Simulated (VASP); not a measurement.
Input of a VASP 6.6.1 run:

The input POSCAR:

```
HPbNO4
1.0
    3.8083980842      0.1590458306     -0.3274935971
   -0.2333424550      5.4329867590     -0.2369551770
   -1.0754702590     -2.3218551378      5.1430208820
H Pb N O
1 1 1 4
Direct
    0.2116375417      0.6655610659      0.5847103634
    0.6057218621      0.5284830302      0.1403460934
    0.8714656648      0.9510886417      0.9458177078
   -0.0689787485      0.1014930048      0.8444140150
    0.7217323732      0.0374857559      0.1321466087
   -0.0445219734      0.7114416337      0.8628768035
    0.1991432801      0.6230468678      0.4003484082
```

Contents of INCAR.step1:

```
SYSTEM = HPbNO4
PREC = Accurate
ENCUT = 520
ISMEAR = -1
SIGMA = 0.05
LREAL = .False.
LASPH = .True.
NELM = 80
NBANDS = 31
GGA = PE
ALGO = Normal
EDIFF = 1E-4
LWAVE = .True.
LCHARG = .False.
```

Contents of INCAR.step2:

```
SYSTEM = HPbNO4
PREC = Accurate
ENCUT = 520
EDIFF = 1E-6
ISMEAR = -1
SIGMA = 0.05
LREAL = .False.
LASPH = .True.
NELM = 80
ALGO = Normal
ISIF = 2
LWAVE = .False.
LCHARG = .False.
METAGGA = R2SCAN
LMIXTAU = .True.
LUSE_VDW = .True.
IVDW_NL = 2
BPARAM = 11.95
CPARAM = 0.0093
NBANDS = 31
ISTART = 1
```

File KPOINTS:

```
Automatic mesh
0
Gamma
  5 4 4
  0 0 0
```

Potentials or basis: VASP PAW PBE potentials, release 64 (H, Pb_d, N, O).

Run with:

```sh
$ cat potpaw_PBE.64/H/POTCAR potpaw_PBE.64/Pb_d/POTCAR potpaw_PBE.64/N/POTCAR potpaw_PBE.64/O/POTCAR > POTCAR
$ cp INCAR.step1 INCAR
$ mpirun -np 1 vasp_std > vasp.out
$ cp INCAR.step2 INCAR
$ mpirun -np 1 vasp_std > vasp.out
```

(1) Estimate the largest force.

(2) Predict the band gap on the k mesh.

(3) Estimate the pressure.

Answers

(1) 0.607 eV/Å.

(2) 3.26 eV (least direct gap 3.31 eV).

(3) 1.1 GPa.

Caveat: the standard files for N, O and F lose accuracy on very short bonds; the PAW data sets were made with another functional, which shifts forces and pressure a little; spin-orbit coupling is left out, which moves the levels of the heavy elements.
